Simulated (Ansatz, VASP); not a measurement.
## Two plane-wave programs on AlNi3

```xyz
8
Lattice="5.0698 0.0000 0.0000 -2.5349 4.3906 0.0000 0.0000 0.0000 4.0796" Properties=species:S:1:pos:R:3 pbc="T T T"
Al    2.5349    1.4635    1.0199
Al    0.0000    2.9271    3.0597
Ni    1.2528    0.7233    3.0597
Ni    3.8170    0.7233    3.0597
Ni    2.5349    2.9440    3.0597
Ni    1.2821    3.6673    1.0199
Ni   -1.2821    3.6673    1.0199
Ni    0.0000    1.4466    1.0199
```

Alike in both runs: functional PBE; k mesh 6 × 6 × 4; occupations gaussian, width 0.1 eV; collinear spin.

Ansatz relaxed the structure, and its values are those at the end. VASP's run is a single point on that final structure, the one shown.

```csv
,VASP,Ansatz
version,VASP 6.6.1,Ansatz 0.2.0
potentials or method,"VASP PAW PBE potentials, release 64 (Al, Ni), cutoff 520 eV","scalar-relativistic, plane waves, PAW"
valence electrons in the cell,66,114
```

VASP gave:

```
gap on the k mesh at the Fermi level (eV)                     : none
pressure (GPa)                                                : 0.2
rms of the force components (eV/Å)                            : 0.008
net moment per atom (μB)                                      : 0.13
size of the moment on the site where the two differ most (μB) : 0.18
```

**Question.** What did Ansatz give for the same quantities?

**Answer.** gap on the k mesh at the Fermi level (eV): none; pressure (GPa): 0.2; rms of the force components (eV/Å): 0.007; net moment per atom (μB): 0.14; size of the moment on the site where the two differ most (μB): 0.20.

Site moments also hang on the region over which each program counts them. A gap of «none» marks a metal or a gap that the smearing closes. VASP's potentials hold 66 valence electrons a cell and Ansatz's 114, so a difference there can come from the potentials and not from the codes.

The k mesh is coarse, so the values compare programs but aren't converged.
